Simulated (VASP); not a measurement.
Wanted: the native input for a VASP 6.6.1 run.

| Item | Value |
| --- | --- |
| Task | single point |
| Functional | PBE |
| Potentials or basis | VASP PAW PBE potentials, release 64 (Al, Co, Ni) |
| Cutoff | 520 eV |
| k mesh | 14 × 14 × 4 |
| Occupations | gaussian, width 0.1 eV |
| Spin | collinear spin |
| Starting moments | [0.0, 0.0, 0.0, 0.0, 0.0, 0.0, 0.31, 0.31, 0.0, 0.0] μB |
| Dipole correction | no |
| Further INCAR settings | ALGO = Normal; EDIFF = 1e-07; NBANDS = 46 |

The structure of Al5Co3Ni2 lies in POSCAR:

```
Al5Co3Ni2
1.0
    2.8455942558      0.0000000000      0.0000000000
    0.0000000000      2.8455942558      0.0000000000
    0.0000000000      0.0000000000     14.5829759201
Al Co Ni
5 3 2
Direct
    0.0000000000      0.0000000000      0.5985542342
    0.0000000000      0.0000000000      0.4014457658
    0.0000000000      0.0000000000      0.2040218952
    0.0000000000      0.0000000000      0.0000000000
    0.0000000000      0.0000000000      0.7959781048
    0.5000000000      0.5000000000      0.5000000000
    0.5000000000      0.5000000000      0.3030737362
    0.5000000000      0.5000000000      0.6969262638
    0.5000000000      0.5000000000      0.1029697602
    0.5000000000      0.5000000000      0.8970302398
```

One way to write it, as run:

INCAR

```
  PREC = Accurate
  ENCUT = 520
  EDIFF = 1E-7
  ISMEAR = 0
  SIGMA = 0.1
  LREAL = False
  LASPH = True
  NELM = 150
  ALGO = Normal
  ISIF = 2
  LWAVE = False
  LCHARG = False
  ISPIN = 2
  MAGMOM = 0 0 0 0 0 0 0.31 0.31 0 0
  LORBIT = 11
  LMAXMIX = 4
  GGA = PE
  NBANDS = 46
  LUSENCCL = False
```

KPOINTS

```
regular mesh
0
Gamma
  14 14 4
```

Potentials or basis: VASP PAW PBE potentials, release 64 (Al, Co, Ni).

Run with:

```console
$ cat potpaw_PBE.64/Al/POTCAR potpaw_PBE.64/Co/POTCAR potpaw_PBE.64/Ni/POTCAR > POTCAR
$ mpirun -np 1 vasp_std > vasp.out
```

It gave:

```yaml
Pressure: 0.0 GPa
Largest_force: 0.005 eV/Å
Band_gap_on_the_k_mesh: zero (filled and empty bands overlap)
Net_moment: 0.00 μB per cell
Valence_electrons_inside_the_program's_atomic_spheres: Al 0.82, 0.81, 0.79 (each value once); Co 8.44; Ni 9.45
```

It took 20 min on 1 × NVIDIA H100 80GB with 1 thread of Intel(R) Xeon(R) Platinum 8481C CPU @ 2.70GHz (Sapphire Rapids), on a shared host, peak memory 1.8 GiB.
